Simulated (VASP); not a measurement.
# BeS (F-43m) in VASP: elastic constants with r2SCAN

Aim: the elastic constants of BeS with r2SCAN.

All numbers are computed with VASP 6.6.1; they aren't measurements. Logs are shortened: lines on timing, memory, paths and dates and some standing lists are left out, and cuts for length are marked.

## Step 1: The cell of the first run

It takes space group F-43m (No. 216, cubic). The conventional cell has a = 4.868 Å, b = 4.868 Å, c = 4.868 Å, α = 90.00°, β = 90.00°, γ = 90.00°. Within 2.8 Å of Be (site symmetry -43m) lie 4 S at 2.11 Å. S (site symmetry -43m) has 4 Be at 2.11 Å within 2.8 Å.

## Step 2: Elastic constants, r2SCAN

INCAR reads:

```
ALGO = Normal ; EDIFF = 1E-8
ENCUT = 600 ; IBRION = 6
ISIF = 3 ; ISMEAR = 0
LASPH = T ; LCHARG = F
LMIXTAU = T ; LREAL = F
LWAVE = F ; METAGGA = R2SCAN
NELM = 60 ; NFREE = 2
NSW = 1 ; POTIM = 0.015
PREC = Accurate ; SIGMA = 0.01
```

KPOINTS reads:

```
k-points
0
Gamma
  8 8 8
```

POSCAR reads:

```
BeS
1.0
    2.4342244985      2.4342244985      0.0000000000
   -2.4342244985      2.4342244985      0.0000000000
    0.0000000000      2.4342244985      2.4342244985
Be S
1 1
Direct
    0.0000000000      0.0000000000      0.0000000000
    0.7500000000      0.2500000000      0.5000000000
```

Potentials or basis: VASP PAW PBE potentials, release 64 (Be, S).

The run is started by

```
> cat potpaw_PBE.64/Be/POTCAR potpaw_PBE.64/S/POTCAR > POTCAR
> mpirun -np 1 vasp_std > vasp.out
```

OUTCAR:

```text
EDIFF = 1E-8
   ENCUT = 600
   IBRION = 6
   ISIF = 3
   ISMEAR = 0
   LASPH = T
   LREAL = F
   METAGGA = R2SCAN
   NELM = 60
   NFREE = 2
   NSW = 1
   POTIM = 0.015
   PREC = Accurate

 ion  position               nearest neighbor table
   1  0.000  0.000  0.000-   2 2.11   2 2.11   2 2.11   2 2.11
   2  0.750  0.250  0.500-   1 2.11   1 2.11   1 2.11   1 2.11

  LATTYP: Found a face centered cubic cell.
 ALAT       =     4.8684489970

  Lattice vectors:

 A1 = (   0.0000000000,   2.4342244985,   2.4342244985)
 A2 = (   2.4342244985,   0.0000000000,   2.4342244985)
 A3 = (   2.4342244985,   2.4342244985,   0.0000000000)

Analysis of symmetry for initial positions (statically):
=====================================================================
 Subroutine PRICEL returns:
 Original cell was already a primitive cell.

 Routine SETGRP: Setting up the symmetry group for a
 face centered cubic supercell.

 Subroutine GETGRP returns: Found 24 space group operations
 (whereof 24 operations were pure point group operations)
 out of a pool of 48 trial point group operations.

The static configuration has the point symmetry T_d .

Analysis of symmetry for dynamics (positions and initial velocities):
=====================================================================
 Subroutine PRICEL returns:
 Original cell was already a primitive cell.

 Routine SETGRP: Setting up the symmetry group for a
 face centered cubic supercell.

 Subroutine GETGRP returns: Found 24 space group operations
 (whereof 24 operations were pure point group operations)
 out of a pool of 48 trial point group operations.

The dynamic configuration has the point symmetry T_d .

 Subroutine INISYM returns: Found 24 space group operations
 (whereof 24 operations are pure point group operations),
 and found     1 'primitive' translations

----------------------------------------------------------------------------------------

                                     Primitive cell

  volume of cell :      28.8477

  direct lattice vectors                    reciprocal lattice vectors
     2.434224498  2.434224498  0.000000000     0.205404226  0.205404226 -0.205404226
    -2.434224498  2.434224498  0.000000000    -0.205404226  0.205404226 -0.205404226
     0.000000000  2.434224498  2.434224498     0.000000000  0.000000000  0.410808453

  length of vectors
     3.442513300  3.442513300  3.442513300     0.355770556  0.355770556  0.410808453

  position of ions in fractional coordinates (direct lattice)
     0.000000000  0.000000000  0.000000000
     0.750000000  0.250000000  0.500000000

  ion indices of the primitive-cell ions
   primitive index   ion index
                 1           1
                 2           2

----------------------------------------------------------------------------------------

 KPOINTS: k-points

Automatic generation of k-mesh.
 Grid dimensions read from file:
 generate k-points for:    8    8    8

 Generating k-lattice:

  Cartesian coordinates                     Fractional coordinates (reciprocal lattice)
[... 105 lines left out ...]
  ext. energy  EPLUGINS =         0.00000000
  ---------------------------------------------------
  free energy    TOTEN  =       -14.78686395 eV

  energy without entropy =      -14.78686395  energy(sigma->0) =      -14.78686395

------------------------ aborting loop because EDIFF is reached ----------------------------------------

  FORCE on cell =-STRESS in cart. coord.  units (eV):
  Direction    XX          YY          ZZ          XY          YZ          ZX
  --------------------------------------------------------------------------------------
  -------------------------------------------------------------------------------------
  Total        0.0556349      0.0556349      0.0556349      0.0000000      0.0000000      0.0000000
  in kB        3.0899095      3.0899095      3.0899095      0.0000000      0.0000000      0.0000000
  external PRESSURE =       3.0899095 kB  Pullay stress =       0.0000000 kB
[... 89 lines left out ...]
  FREE ENERGIE OF THE ION-ELECTRON SYSTEM (eV)
  ---------------------------------------------------
  free  energy   TOTEN  =       -14.7826805180 eV

  energy  without entropy=      -14.7826805180  energy(sigma->0) =      -14.78268052

[... ionic steps 4 to 14 ...]

--------------------------------------- Ionic step       15  -------------------------------------------

 number of electron       7.9999999 magnetization

------------------------ aborting loop because EDIFF is reached ----------------------------------------
[... 67 lines left out ...]
--------------------------------------- Ionic step       17  -------------------------------------------

 number of electron       7.9999999 magnetization

 Free energy of the ion-electron system (eV)
  ---------------------------------------------------
  ext. energy  EPLUGINS =         0.00000000
  ---------------------------------------------------
  free energy    TOTEN  =       -14.78595794 eV

  energy without entropy =      -14.78595794  energy(sigma->0) =      -14.78595794

 E-fermi :   3.9537     XC(G=0): -10.1339

 val. band max:        3.9005488996   @ k =   0.0000   0.0000   0.0000
 cond. band min:       7.4471252756   @ k =   0.0000  -1.0000  -0.5000
 fundamental gap:      3.5465763760
 Fermi energy:         3.9536704855

 k-point     1 :       0.0000    0.0000    0.0000
  band No.  band energies     occupation
      1     -10.3683      2.00000
      2       3.7967      2.00000
      3       3.8500      2.00000
      4       3.9005      2.00000
      5      10.0962      0.00000
      6      10.1120      0.00000
      7      10.1326      0.00000
      8      10.4357      0.00000
[... 243 lines left out ...]
 k-point    24 :       0.5000    0.2500    0.1250
  band No.  band energies     occupation
      1      -8.4400      2.00000
      2      -1.5026      2.00000
      3       1.0327      2.00000
      4       2.0279      2.00000
      5      10.5253      0.00000
      6      11.0285      0.00000
      7      13.6776      0.00000
      8      15.0525      0.00000

 [... further k-points ...]

------------------------ aborting loop because EDIFF is reached ----------------------------------------

  FORCE on cell =-STRESS in cart. coord.  units (eV):
  Direction    XX          YY          ZZ          XY          YZ          ZX
  --------------------------------------------------------------------------------------
  -------------------------------------------------------------------------------------
  Total        0.0566314      0.0581341      0.0581341      0.0000000     -0.0583161      0.0000000
  in kB        3.1452566      3.2287153      3.2287153      0.0000000     -3.2388237      0.0000000
  external PRESSURE =       3.2008957 kB  Pullay stress =       0.0000000 kB
[... 17 lines left out ...]
  FREE ENERGIE OF THE ION-ELECTRON SYSTEM (eV)
  ---------------------------------------------------
  free  energy   TOTEN  =       -14.7859579381 eV

  energy  without entropy=      -14.7859579381  energy(sigma->0) =      -14.78595794

 INTERNAL STRAIN TENSORS FROM STRAINED CELLS
 ============================================

 INTERNAL STRAIN TENSOR FOR ION    1 for displacements in x,y,z  (eV/Angst):
          X           Y           Z          XY          YZ          ZX
  --------------------------------------------------------------------------------
  x     0.00000    -0.00000    -0.00000    -0.00000    -3.88817     0.00000
  y     0.00000    -0.00000     0.00000     0.00000    -0.00000    -3.88824
  z     0.00000    -0.00000     0.00000    -3.88809    -0.00000     0.00000

 INTERNAL STRAIN TENSORS FROM DISPLACED ATOMS
 ============================================

 INTERNAL STRAIN TENSOR FOR ION    1 for displacements in x,y,z  (eV/Angst):
          X           Y           Z          XY          YZ          ZX
  --------------------------------------------------------------------------------
  x     0.00000     0.00000     0.00000     0.00000    -3.88717     0.00000
  y     0.00000    -0.00000     0.00000     0.00000     0.00000    -3.88717
  z     0.00000     0.00000     0.00000    -3.88717     0.00000     0.00000

 INTERNAL STRAIN TENSOR FOR ION    2 for displacements in x,y,z  (eV/Angst):
          X           Y           Z          XY          YZ          ZX
  --------------------------------------------------------------------------------
  x     0.00000    -0.00000    -0.00000     0.00000     3.88647    -0.00000
  y     0.00000     0.00000     0.00000    -0.00000     0.00000     3.88647
  z    -0.00000    -0.00000     0.00000     3.88647    -0.00000     0.00000

 Eigenvectors and eigenvalues of the dynamical matrix
 ----------------------------------------------------

   1 f  =   16.743362 THz   105.201644 2PiTHz  558.498428 cm-1    69.244949 meV
             X         Y         Z           dx          dy          dz
      0.000000  0.000000  0.000000     0.191518    0.862521    0.000000
      1.217112  3.651337  1.217112    -0.101528   -0.457243    0.000000
[... 21 lines left out ...]
   6 f/i=    0.000563 THz     0.003535 2PiTHz    0.018766 cm-1     0.002327 meV
             X         Y         Z           dx          dy          dz
      0.000000  0.000000  0.000000     0.458948    0.093341    0.005700
      1.217112  3.651337  1.217112     0.865739    0.176074    0.010753

--------------------------------------------------------------------------------------------------------

 ELASTIC MODULI CONTR FROM IONIC RELAXATION (kBar)
 Direction    XX          YY          ZZ          XY          YZ          ZX
 --------------------------------------------------------------------------------
 XX          -0.0000     -0.0000      0.0000      0.0000     -0.0000     -0.0000
 YY          -0.0000     -0.0000     -0.0000      0.0000      0.0000     -0.0000
 ZZ           0.0000     -0.0000     -0.0000     -0.0000      0.0000     -0.0000
 XY           0.0000      0.0000     -0.0000   -103.9749      0.0000      0.0000
 YZ          -0.0000      0.0000      0.0000      0.0000   -103.9749      0.0000
 ZX          -0.0000     -0.0000     -0.0000      0.0000      0.0000   -103.9749
 --------------------------------------------------------------------------------

 TOTAL ELASTIC MODULI (kBar)
 Direction    XX          YY          ZZ          XY          YZ          ZX
 --------------------------------------------------------------------------------
 XX        1644.5591    649.8129    649.8129      0.0000      0.0000     -0.0000
 YY         649.8129   1644.5591    649.8129      0.0000      0.0000     -0.0000
 ZZ         649.8129    649.8129   1644.5591     -0.0000      0.0000     -0.0000
 XY           0.0000      0.0000     -0.0000    867.2472      0.0000      0.0000
 YZ           0.0000      0.0000      0.0000      0.0000    867.2472      0.0000
 ZX          -0.0000     -0.0000     -0.0000      0.0000      0.0000    867.2472
 --------------------------------------------------------------------------------
```

Run time: 13 min. Hardware: 1 thread of Intel Xeon 6975P-C (Granite Rapids), shared host; peak memory 0.24 GiB.

Results:

| Quantity | Value |
| --- | --- |
| Elastic constants C11, C12, C44 | 164, 65, 87 GPa |
| Voigt bulk modulus | 98 GPa |
| Highest phonon frequency at Γ, LO-TO splitting left out | 558 cm⁻¹ |

Phonon frequencies in cm⁻¹ (negative: imaginary):
| q point | frequencies |
| --- | --- |
| (0.000, 0.000, 0.000) | 0 0 0 558 558 558 |

Elastic tensor in Voigt notation (GPa, in the Cartesian axes of the cell as first typed):
```
164  65  65   0   0   0
 65 164  65   0   0   0
 65  65 164   0   0   0
  0   0   0  87   0   0
  0   0   0   0  87   0
  0   0   0   0   0  87
```

Clamped-ion elastic tensor (GPa):
```
164  65  65   0   0   0
 65 164  65   0   0   0
 65  65 164   0   0   0
  0   0   0  97   0   0
  0   0   0   0  97   0
  0   0   0   0   0  97
```

Caveat: the PAW data sets were made with another functional, which shifts forces and pressure a little.
